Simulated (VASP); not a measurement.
# PbSe (P6_3/mmc) in VASP: further runs

The runs below take PbSe through single point, relaxation of cell and atoms, with PBE.

Program: VASP 6.6.1. These are calculated values, not measurements. Logs are shortened: lines on timing, memory, paths and dates and some standing lists are left out, and cuts for length are marked.

## 1. The cell of the first run

It takes space group P6_3/mmc (No. 194, hexagonal). Conventional cell: a = 4.270 Å, b = 4.270 Å, c = 7.646 Å, α = 90.00°, β = 90.00°, γ = 120.00°. Within 4.1 Å of Pb (site symmetry -6m2) lie 6 Se at 3.12 Å. Within 4.1 Å of Se (site symmetry -3m) lie 6 Pb at 3.12 Å and 2 Se at 3.82 Å.

## 2. Single point, PBE

The input, INCAR:

```
SYSTEM = PbSe
PREC = Accurate
ENCUT = 520
EDIFF = 1E-6
ISMEAR = 0
SIGMA = 0.01
LREAL = .False.
LASPH = .True.
NELM = 100
ALGO = Normal
ISIF = 2
LWAVE = .False.
LCHARG = .False.
GGA = PE
NBANDS = 28
```

The input, KPOINTS:

```
regular mesh
0
Gamma
  9 9 6
  0 0 0
```

The input, POSCAR:

```
PbSe
1.0
    4.2699757983      0.0000000000      0.0000000000
   -2.1349878991      3.6979075148      0.0000000000
    0.0000000000      0.0000000000      7.6462674145
Pb Se
2 2
Direct
    0.6666666667      0.3333333333      0.7500000000
    0.3333333333      0.6666666667      0.2500000000
    0.0000000000      0.0000000000      0.0000000000
    0.0000000000      0.0000000000      0.5000000000
```

Potentials or basis: VASP PAW PBE potentials, release 64 (Pb_d, Se).

On the command line:

```sh
> cat potpaw_PBE.64/Pb_d/POTCAR potpaw_PBE.64/Se/POTCAR > POTCAR
> mpirun -np 1 vasp_std > vasp.out
```

OUTCAR:

```text
SYSTEM = PbSe
   PREC = Accurate
   ENCUT = 520
   EDIFF = 1E-6
   ISMEAR = 0
   LREAL = .False.
   LASPH = .True.
   NELM = 100
   ISIF = 2
   GGA = PE

 ion  position               nearest neighbor table
   1  0.667  0.333  0.750-   3 3.12   4 3.12   3 3.12   4 3.12   3 3.12   4 3.12
   2  0.333  0.667  0.250-   3 3.12   4 3.12   3 3.12   4 3.12   3 3.12   4 3.12
   3  0.000  0.000  0.000-   1 3.12   2 3.12   2 3.12   1 3.12   1 3.12   2 3.12
   4  0.000  0.000  0.500-   1 3.12   2 3.12   2 3.12   1 3.12   1 3.12   2 3.12

  LATTYP: Found a hexagonal cell.
 ALAT       =     4.2699757983
 C/A-ratio  =     1.7907050943

  Lattice vectors:

 A1 = (   4.2699757983,   0.0000000000,   0.0000000000)
 A2 = (  -2.1349878991,   3.6979075148,   0.0000000000)
 A3 = (   0.0000000000,   0.0000000000,   7.6462674145)

Analysis of symmetry for initial positions (statically):
=====================================================================
 Subroutine PRICEL returns:
 Original cell was already a primitive cell.

 Routine SETGRP: Setting up the symmetry group for a
 hexagonal supercell.

 Subroutine GETGRP returns: Found 24 space group operations
 (whereof 12 operations were pure point group operations)
 out of a pool of 24 trial point group operations.

The static configuration has the point symmetry D_3d.
 The point group associated with its full space group is D_6h.

Analysis of symmetry for dynamics (positions and initial velocities):
=====================================================================
 Subroutine PRICEL returns:
 Original cell was already a primitive cell.

 Routine SETGRP: Setting up the symmetry group for a
 hexagonal supercell.

 Subroutine GETGRP returns: Found 24 space group operations
 (whereof 12 operations were pure point group operations)
 out of a pool of 24 trial point group operations.

The dynamic configuration has the point symmetry D_3d.
 The point group associated with its full space group is D_6h.

 Subroutine INISYM returns: Found 24 space group operations
 (whereof 12 operations are pure point group operations),
 and found     1 'primitive' translations

----------------------------------------------------------------------------------------

                                     Primitive cell

  volume of cell :     120.7344

  direct lattice vectors                    reciprocal lattice vectors
     4.269975798  0.000000000  0.000000000     0.234193365  0.135211602  0.000000000
    -2.134987899  3.697907515  0.000000000     0.000000000  0.270423204  0.000000000
     0.000000000  0.000000000  7.646267414     0.000000000  0.000000000  0.130782766

  length of vectors
     4.269975798  4.269975798  7.646267414     0.270423204  0.270423204  0.130782766

  position of ions in fractional coordinates (direct lattice)
     0.666666667  0.333333333  0.750000000
     0.333333333  0.666666667  0.250000000
     0.000000000  0.000000000  0.000000000
     0.000000000  0.000000000  0.500000000

  ion indices of the primitive-cell ions
   primitive index   ion index
                 1           1
                 2           2
                 3           3
                 4           4

----------------------------------------------------------------------------------------

 KPOINTS: regular mesh

Automatic generation of k-mesh.
 Grid dimensions read from file:
 generate k-points for:    9    9    6

 Generating k-lattice:

  Cartesian coordinates                     Fractional coordinates (reciprocal lattice)
     0.026021485  0.015023511  0.000000000     0.111111111 -0.000000000  0.000000000
     0.000000000  0.030047023  0.000000000     0.000000000  0.111111111  0.000000000
     0.000000000  0.000000000  0.021797128     0.000000000  0.000000000  0.166666667

  Length of vectors
     0.030047023  0.030047023  0.021797128

  Shift w.r.t. Gamma in fractional coordinates (k-lattice)
     0.000000000  0.000000000  0.000000000

 Subroutine IBZKPT returns following result:
 ===========================================

 Found     48 irreducible k-points:

 Following reciprocal coordinates:
            Coordinates               Weight
  0.000000  0.000000  0.000000      1.000000
  0.111111 -0.000000  0.000000      6.000000
  0.222222 -0.000000  0.000000      6.000000
  0.333333 -0.000000  0.000000      6.000000
  0.444444 -0.000000  0.000000      6.000000
  0.111111  0.111111  0.000000      6.000000
[... 16 lines left out ...]
  0.333333  0.222222  0.166667     24.000000
  0.333333  0.333333  0.166667      4.000000
 [... further k-points ...]
   k-points           NKPTS =     48   k-points in BZ     NKDIM =     48   number of bands    NBANDS=     28
   number of dos      NEDOS =    301   number of ions     NIONS =      4
   total plane-waves  NPLWV =  61440
   dimension x,y,z NGX =    32 NGY =   32 NGZ =   60
   dimension x,y,z NGXF=    64 NGYF=   64 NGZF=  120
   ions per type =               2   2
   NGX,Y,Z   is equivalent  to a cutoff of  12.46, 12.46, 13.05 a.u.
   NGXF,Y,Z  is equivalent  to a cutoff of  24.92, 24.92, 26.09 a.u.
 SYSTEM =  PbSe
   PREC   = accura    normal or accurate (medium, high low for compatibility)
   ISTART =      0    job   : 0-new  1-cont  2-samecut
   ICHARG =      2    charge: 1-file 2-atom 10-const
   ISPIN  =      1    spin polarized calculation?
   LNONCOLLINEAR =      F non collinear calculations
   LSORBIT =      F    spin-orbit coupling
   LASPH  =      T    aspherical Exc in radial PAW
   ENCUT  =  520.0 eV  38.22 Ry    6.18 a.u.   7.94  7.94 14.22*2*pi/ulx,y,z
   NELM   =    100;   NELMIN=  2; NELMDL= -5     # of ELM steps
   EDIFF  = 0.1E-05   stopping-criterion for ELM
   LREAL  =      F    real-space projection
   EDIFFG = 0.1E-04   stopping-criterion for IOM
   NSW    =      0    number of steps for IOM
   IBRION =     -1    ionic relax: 0-MD 1-quasi-New 2-CG
   NFREE  =      0    steps in history (QN), initial steepest desc. (CG)
   ISIF   =      2    stress and relaxation
   ISYM   =      2    0-nonsym 1-usesym 2-fastsym
   POTIM  = 0.5000    time-step for ionic-motion
   TEBEG  =    0.0;   TEEND  =   0.0 temperature during run
   PSTRESS=    0.0 pullay stress
   NELECT =      40.0000    total number of electrons
   NUPDOWN=      -1.0000    fix difference up-down
   EMIN   =  10.00;   EMAX   =-10.00  energy-range for DOS
   EFERMI =   0.00;   METHOD = LEGACY
   ISMEAR =     0;   SIGMA  =   0.01  broadening in eV -4-tet -1-fermi 0-gaus
   EFERMI_NEDOS =   21; number of points for ismear=-14 and -15
   IALGO  =     38    algorithm
   IMIX   =      4    mixing-type and parameters
     AMIX     =   0.40;   BMIX     =  1.00
     AMIX_MAG =   1.60;   BMIX_MAG =  1.00
  volume/ion in A,a.u.               =      30.18       203.69
  Fermi-wavevector in a.u.,A,eV,Ry     =   1.132795  2.140671 17.459318  1.283224
  Thomas-Fermi vector in A             =   2.269496
   LORBIT       =      0    0 simple, 1 ext, 2 COOP (PROOUT), +10 PAW based schemes
   GGA     = PE    functional components
   LHFCALC =     F    Hartree Fock is set to
   AEXX    =    0.0000 exact exchange contribution
   IVDW    =     0    specifies the selected vdW correction
   LEPSILON=     F    determine dielectric tensor
   LRPA    =     F    only Hartree local field effects (RPA)
 non-spin polarized calculation
 Gauss-broadening in eV      SIGMA  =   0.01
  energy-cutoff  :      520.00
  volume of cell :      120.73
 maximum number of plane-waves:      3312
 NGX is ok and might be reduce to    32
   NGX = 15   NGY = 15   NGZ = 29

 number of electron      40.0000006 magnetization

 Free energy of the ion-electron system (eV)
  ---------------------------------------------------
  ext. energy  EPLUGINS =         0.00000000
  ---------------------------------------------------
  free energy    TOTEN  =       -16.05847168 eV

  energy without entropy =      -16.05847168  energy(sigma->0) =      -16.05847168

 E-fermi :   4.3419     XC(G=0):  -9.2858

 val. band max:        4.2955676710   @ k =   0.0000   0.0000   0.0000
 cond. band min:       4.6809700863   @ k =   0.4444  -0.0000   0.0000
 fundamental gap:      0.3854024153
 Fermi energy:         4.3418896860

 k-point     1 :       0.0000    0.0000    0.0000
  band No.  band energies     occupation
      1     -12.3591      2.00000
      2     -12.3591      2.00000
      3     -12.3535      2.00000
      4     -12.3535      2.00000
      5     -12.3203      2.00000
      6     -12.3129      2.00000
[... 20 lines left out ...]
     27       9.6684      0.00000
     28      11.3757      0.00000

 k-point     2 :       0.1111   -0.0000    0.0000
  band No.  band energies     occupation
      1     -12.3618      2.00000
      2     -12.3544      2.00000
      3     -12.3541      2.00000
      4     -12.3490      2.00000
      5     -12.3174      2.00000
      6     -12.3157      2.00000
[... 20 lines left out ...]
     27       9.8797      0.00000
     28      11.0511      0.00000

 k-point     3 :       0.2222   -0.0000    0.0000
  band No.  band energies     occupation
      1     -12.3693      2.00000
      2     -12.3571      2.00000
      3     -12.3416      2.00000
      4     -12.3374      2.00000
      5     -12.3362      2.00000
      6     -12.3177      2.00000
[... 20 lines left out ...]
     27      10.3053      0.00000
     28      11.5471      0.00000

 k-point     4 :       0.3333   -0.0000    0.0000
  band No.  band energies     occupation
      1     -12.3784      2.00000
      2     -12.3605      2.00000
      3     -12.3603      2.00000
      4     -12.3273      2.00000
      5     -12.3242      2.00000
      6     -12.3226      2.00000
[... 578 lines left out ...]
     27      11.0736      0.00000
     28      11.8166      0.00000

 k-point    23 :       0.3333    0.2222    0.1667
  band No.  band energies     occupation
      1     -12.3783      2.00000
      2     -12.3694      2.00000
      3     -12.3482      2.00000
      4     -12.3294      2.00000
      5     -12.3266      2.00000
      6     -12.3254      2.00000
[... 20 lines left out ...]
     27      11.3309      0.00000
     28      11.7946      0.00000

 k-point    24 :       0.3333    0.3333    0.1667
  band No.  band energies     occupation
      1     -12.3809      2.00000
      2     -12.3634      2.00000
      3     -12.3400      2.00000
      4     -12.3322      2.00000
      5     -12.3322      2.00000
      6     -12.3227      2.00000
[... 20 lines left out ...]
     27      12.0690      0.00000
     28      12.0690      0.00000

 [... further k-points ...]
[... 5 lines left out ...]
  --------------------------------------------------------------------------------------
  -------------------------------------------------------------------------------------
  Total       -0.0189196     -0.0189196     -0.0195681     -0.0000000      0.0000000      0.0000000
  in kB       -0.2510683     -0.2510683     -0.2596736     -0.0000000      0.0000000      0.0000000
  external PRESSURE =      -0.2539367 kB  Pullay stress =       0.0000000 kB

 VOLUME and BASIS-vectors are now :
 -----------------------------------------------------------------------------
  energy-cutoff  :      520.00
  volume of cell :      120.73
      direct lattice vectors                 reciprocal lattice vectors
     4.269975798  0.000000000  0.000000000     0.234193365  0.135211602  0.000000000
    -2.134987899  3.697907515  0.000000000     0.000000000  0.270423204  0.000000000
     0.000000000  0.000000000  7.646267414     0.000000000  0.000000000  0.130782766

 POSITION                                       TOTAL-FORCE (eV/Angst)
 -----------------------------------------------------------------------------------
      2.13499      1.23264      5.73470         0.000000      0.000000      0.000000
     -0.00000      2.46527      1.91157        -0.000000      0.000000      0.000000
      0.00000      0.00000      0.00000         0.000000      0.000000      0.000000
      0.00000      0.00000      3.82313        -0.000000      0.000000      0.000000
 -----------------------------------------------------------------------------------
    total drift:                               -0.000000      0.000000      0.000000

  FREE ENERGIE OF THE ION-ELECTRON SYSTEM (eV)
  ---------------------------------------------------
  free  energy   TOTEN  =       -16.0584716841 eV

  energy  without entropy=      -16.0584716841  energy(sigma->0) =      -16.05847168
```

It took 95 s on 1 thread of AMD EPYC 7R43 (Zen 3), shared host; peak memory 0.28 GiB.

Results:

| Item | Value |
| --- | --- |
| Free energy | -16.0585 eV |
| Pressure | 0.0 GPa |
| Band gap on the k mesh | 0.39 eV, indirect (least direct gap 0.56 eV) |

Caveat: spin-orbit coupling is left out, which moves the levels of the heavy elements. A k mesh can miss the band edges.

## 3. Relaxation of cell and atoms, PBE

This run uses another cell than the first one, of 30.07 Å³/atom, 0.996 times its volume.

The input, INCAR:

```
SYSTEM = PbSe
ALGO = Normal ; EDIFF = 1E-6
EDIFFG = -0.01 ; ENCUT = 600
GGA = PE ; IBRION = 2
ISIF = 3 ; ISMEAR = 0
LASPH = .TRUE. ; LCHARG = .FALSE.
LREAL = .FALSE. ; LWAVE = .FALSE.
NELM = 100 ; NSW = 100
PREC = Accurate ; SIGMA = 0.01
```

The input, KPOINTS:

```
k-points
0
G
  9 9 6
  0 0 0
```

The input, POSCAR:

```
PbSe
1.0
    4.2589371132      0.0000000000      0.0000000000
   -2.1294685566      3.6883477331      0.0000000000
    0.0000000000      0.0000000000      7.6573641765
Pb Se
2 2
Direct
    0.6666666667      0.3333333333      0.7500000000
    0.3333333333      0.6666666667      0.2500000000
    0.0000000000      0.0000000000      0.0000000000
    0.0000000000      0.0000000000      0.5000000000
```

Potentials or basis: VASP PAW PBE potentials, release 64 (Pb_d, Se).

On the command line:

```sh
> cat potpaw_PBE.64/Pb_d/POTCAR potpaw_PBE.64/Se/POTCAR > POTCAR
> mpirun -np 1 vasp_std > vasp.out
```

It took 5.6 min on 1 thread of AMD EPYC 7R43 (Zen 3), shared host; peak memory 0.35 GiB.

The run converged. Its results:

* Free energy: -16.0585 eV
* Relaxed volume: 30.19 Å³/atom
* Relaxed cell: a = 4.269 Å, b = 4.269 Å, c = 7.651 Å, α = 90.00°, β = 90.00°, γ = 120.00°
* Space group after relaxing (to 0.05 Å): P6_3/mmc (No. 194)
* Energy gained by relaxing: 0.1 meV/atom
* Ionic steps: 6
* Pressure after relaxing: 0.0 GPa
* Band gap on the k mesh: 0.38 eV, indirect (least direct gap 0.56 eV)

The path:
| step | energy change (eV) | largest force (eV/Å) | pressure (GPa) | volume (Å³) |
| --- | --- | --- | --- | --- |
| 1 | 0.0000 | 0.0000 | 0.15 | 120.29 |
| 2 | -0.0004 | 0.0000 | -0.01 | 120.78 |
| 3 | -0.0004 | 0.0000 | -0.05 | 120.88 |
| 4 | -0.0004 | 0.0000 | -0.05 | 120.85 |
| 5 | -0.0004 | 0.0000 | -0.04 | 120.82 |
| 6 | -0.0004 | 0.0000 | -0.01 | 120.77 |

Final structure:
```
Pb Se
1.0
     4.26948    0.00000    0.00000
    -2.13474    3.69748    0.00000
     0.00000    0.00000    7.65058
Pb Se
2 2
Direct
  0.66667 0.33333 0.75000
  0.33333 0.66667 0.25000
  0.00000 0.00000 0.00000
  0.00000 0.00000 0.50000
```

Levels at points of the mesh, in eV from the valence-band top:
| k point | band 17 | band 18 | band 19 | band 20 | band 21 | band 22 | band 23 | band 24 |
| --- | --- | --- | --- | --- | --- | --- | --- | --- |
| (0.00, 0.00, 0.00) | -1.34 | -0.63 | -0.63 | 0.00 | 1.25 | 2.42 | 2.42 | 4.58 |
| (0.00, 0.00, 0.50) | -1.04 | -1.04 | -1.04 | -1.04 | 3.14 | 3.14 | 3.37 | 3.37 |

Caveat: spin-orbit coupling is left out, which moves the levels of the heavy elements.

## 4. Single point, PBE

This run uses another cell than the first one, of 30.07 Å³/atom, 0.996 times its volume.

The input, INCAR:

```
PREC = Accurate ; ENCUT = 520
EDIFF = 1E-6 ; ISMEAR = 0
SIGMA = 0.1 ; LREAL = False
LASPH = True ; NELM = 100
ALGO = Normal ; ISIF = 2
LWAVE = False ; LCHARG = False
GGA = PE ; NBANDS = 28
```

The input, KPOINTS:

```
regular mesh
0
Gamma
  6 6 4
```

POSCAR, as its differences from that of step 3:

```diff
@@ -2,4 +2,4 @@
 1.0
-    4.2589371132      0.0000000000      0.0000000000
-   -2.1294685566      3.6883477331      0.0000000000
+    4.2589371132      0.0000000033      0.0000000000
+   -2.1294685594      3.6883477315      0.0000000000
     0.0000000000      0.0000000000      7.6573641765
```

On the command line:

```sh
> cat potpaw_PBE.64/Pb_d/POTCAR potpaw_PBE.64/Se/POTCAR > POTCAR
> mpirun -np 1 vasp_std > vasp.out
```

It took 48 s on 1 thread of AMD EPYC 7R43 (Zen 3), shared host; peak memory 0.23 GiB.

It converged, with:

| Property | Result |
| --- | --- |
| Free energy | -16.0539 eV |
| Pressure | 0.1 GPa |
| Band gap on the k mesh | 0.16 eV, indirect (least direct gap 0.24 eV) |

Stress tensor (GPa, compression positive):
```
0.16 0.00 0.00
0.00 0.16 0.00
0.00 0.00 0.01
```

Levels at points of the mesh, in eV from the valence-band top:
```
           k point  band 18  band 19  band 20  band 21  band 22  band 23
(0.00, 0.00, 0.00)    -0.66    -0.66     0.00     1.24     2.42     2.42
(0.50, 0.00, 0.00)    -1.02    -0.47    -0.08     0.16     1.71     1.97
(0.00, 0.00, 0.50)    -1.06    -1.06    -1.06     3.14     3.14     3.37
(0.50, 0.00, 0.50)    -1.94    -1.90    -1.90     2.27     2.27     3.67
```

Caveat: spin-orbit coupling is left out, which moves the levels of the heavy elements. A k mesh can miss the band edges.

## 5. The runs side by side

| task | cell | k mesh | cutoff (eV) | smearing | gap on the mesh (eV) | pressure (GPa) |
| --- | --- | --- | --- | --- | --- | --- |
| single point | a = 4.270, b = 4.270, c = 7.646 Å, angles 90.0, 90.0, 120.0°, 4 atoms | 9 × 9 × 6 | 520 | gaussian 0.01 eV | 0.39 | 0.0 |
| relaxation of cell and atoms | relaxed from a = 4.259, b = 4.259, c = 7.657 Å, angles 90.0, 90.0, 120.0°, 4 atoms | 9 × 9 × 6 | 600 | gaussian 0.01 eV | 0.38 | 0.0 |
| single point | a = 4.259, b = 4.259, c = 7.657 Å, angles 90.0, 90.0, 120.0°, 4 atoms | 6 × 6 × 4 | 520 | gaussian 0.1 eV | 0.16 | 0.1 |

Alike in all rows: level PBE; potentials or basis VASP PAW PBE potentials, release 64 (Pb_d, Se); no spin polarisation.

Caveats: spin-orbit coupling is left out, which moves the levels of the heavy elements.

Absolute energies hang on the potentials; compare differences alone.
